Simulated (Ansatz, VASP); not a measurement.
## Pt in VASP and in Ansatz

Contents of POSCAR:

```
Pt
1.0
    3.5578603427      0.0000000000      0.0000000000
   -1.7789301714      3.0811974399      0.0000000000
    0.0000000000      0.0000000000      5.8704695655
Pt
4
Direct
    0.3333333333      0.6666666667      0.4375000000
    0.6666666667      0.3333333333      0.9375000000
    0.6666666667      0.3333333333      0.5625000000
    0.3333333333      0.6666666667      0.0625000000
```

The input INCAR.step1:

```
PREC     = Accurate       # precision mode
ENCUT    = 550            # plane-wave cutoff, eV
ISMEAR   = 0              # smearing method
SIGMA    = 0.1            # smearing width, eV
LREAL    = F              # projectors in reciprocal space
LASPH    = T              # aspherical terms in the spheres
NELM     = 120            # most SCF steps
NBANDS   = 44             # bands
GGA      = PE             # functional
ALGO     = Normal         # electronic algorithm
EDIFF    = 1E-5           # SCF threshold, eV
LWAVE    = T              # write WAVECAR
LCHARG   = F              # write CHGCAR
GGA_COMPAT= F
```

File INCAR.step2:

```
PREC     = Accurate       # precision mode
ENCUT    = 550            # plane-wave cutoff, eV
EDIFF    = 1E-6           # SCF threshold, eV
ISMEAR   = 0              # smearing method
SIGMA    = 0.1            # smearing width, eV
LREAL    = F              # projectors in reciprocal space
LASPH    = T              # aspherical terms in the spheres
NELM     = 120            # most SCF steps
ALGO     = Normal         # electronic algorithm
ISIF     = 2              # what is computed and relaxed
LWAVE    = F              # write WAVECAR
LCHARG   = F              # write CHGCAR
METAGGA  = R2SCAN         # meta-GGA
LMIXTAU  = T            
NBANDS   = 44             # bands
ISTART   = 1            
GGA_COMPAT= F
```

The input KPOINTS:

```
Automatic mesh
0
Gamma
  6 6 4
```

Input for Ansatz:

```yaml
crystal:
  lattice:
    - [3.5578603427, 0.0, 0.0]
    - [-1.7789301714, 3.0811974399, 0.0]
    - [0.0, 0.0, 5.8704695655]
  atoms:
    - { symbol: Pt, position: [0.3333333333, 0.6666666667, 0.4375] }
    - { symbol: Pt, position: [0.6666666667, 0.3333333333, 0.9375] }
    - { symbol: Pt, position: [0.6666666667, 0.3333333333, 0.5625] }
    - { symbol: Pt, position: [0.3333333333, 0.6666666667, 0.0625] }
basis:
  ecutwfc: 500
kpoints:
  mp_grid: { grid: [6, 6, 4] }
hamiltonian:
  xc: r2scan
scf:
  occupations: { method: gaussian, width: 0.1 }
  lower_state_search: "off"
output:
  forces: true
  stress: true
  eigenvalues: true
```

Alike in both runs: task single point; functional r2SCAN; k mesh 6 × 6 × 4; occupations gaussian, width 0.1 eV; no spin polarisation.

|  | VASP | Ansatz |
| --- | --- | --- |
| version | VASP 6.6.1 | Ansatz 0.2.0 |
| potentials or method | VASP PAW PBE potentials, release 64 (Pt_sv_GW), cutoff 550 eV | scalar-relativistic, plane waves, PAW |
| valence electrons in the cell | 72 | 72 |

VASP gave:

| Item | Value |
| --- | --- |
| gap on the k mesh at the Fermi level (eV) | none |
| rms of the force components (eV/Å) | 0.533 |

Question: Which values does Ansatz return?

Answer: gap on the k mesh at the Fermi level (eV): none; rms of the force components (eV/Å): 0.522.

VASP's potentials were made for PBE, not for r2SCAN. Atom by atom the forces differ by 0.011 eV/Å (rms over components). A gap of «none» marks a metal or a gap that the smearing closes.

Spin-orbit coupling is off throughout.
